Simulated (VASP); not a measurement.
Set up this calculation in VASP 6.6.1, as the native input.

* Task: single point
* Functional: RPBE
* Potentials or basis: VASP PAW PBE potentials, release 64 (Fe)
* Cutoff: 520 eV
* k mesh: 7 × 7 × 7
* Occupations: fermi-dirac, width 0.05 eV
* Spin: collinear spin, ferromagnetic start
* Starting moments: [2.572, 2.572, 2.522, 2.522, 2.522, 2.522, 2.522, 2.522] μB
* Dipole correction: no
* Further INCAR settings: ALGO = Normal; EDIFF = 1e-07; NBANDS = 46

The structure of Fe lies in POSCAR:

```
Fe
1.0
    4.6119602615      0.0000000000      0.0000000000
    0.0000000000      4.6119602615      0.0000000000
    0.0000000000      0.0000000000      4.6119602615
Fe
8
Direct
    1.0000000000      0.0000000000      0.0000000000
    0.5000000000      0.5000000000      0.5000000000
    0.2500000000      0.0000000000      0.5000000000
    0.7500000000      1.0000000000      0.5000000000
    0.5000000000      0.2500000000      1.0000000000
    0.5000000000      0.7500000000      0.0000000000
    0.0000000000      0.5000000000      0.2500000000
    0.0000000000      0.5000000000      0.7500000000
```

The input as run:

INCAR

```
SYSTEM = Fe
ALGO = Normal
EDIFF = 1E-7
ENCUT = 520
GGA = RP
ISIF = 2
ISMEAR = -1
ISPIN = 2
LASPH = .True.
LCHARG = .False.
LMAXMIX = 4
LORBIT = 11
LREAL = .False.
LWAVE = .False.
MAGMOM = 2.572 2.572 2.522 2.522 2.522 2.522 2.522 2.522
NBANDS = 46
NELM = 150
PREC = Accurate
SIGMA = 0.05
```

KPOINTS

```
k-points
0
Gamma
  7 7 7
  0 0 0
```

Potentials or basis: VASP PAW PBE potentials, release 64 (Fe).

Launch:

```sh
$ cat potpaw_PBE.64/Fe/POTCAR > POTCAR
$ mpirun -np 1 vasp_std > vasp.out
```

Results of the run:

```
Pressure                                              : -0.1 GPa
Band gap on the k mesh                                : zero (filled and empty bands overlap)
Net moment                                            : 20.00 μB per cell
Site moments                                          : Fe +2.50, +2.51 μB
Valence electrons inside the program's atomic spheres : Fe 7.14
```

Caveat: the PAW data sets were made with another functional, which shifts forces and pressure a little.

Run time: 8.7 min on 1 thread of Oxide Virtual Turin-like Processor, on a shared host, peak memory 0.27 GiB.
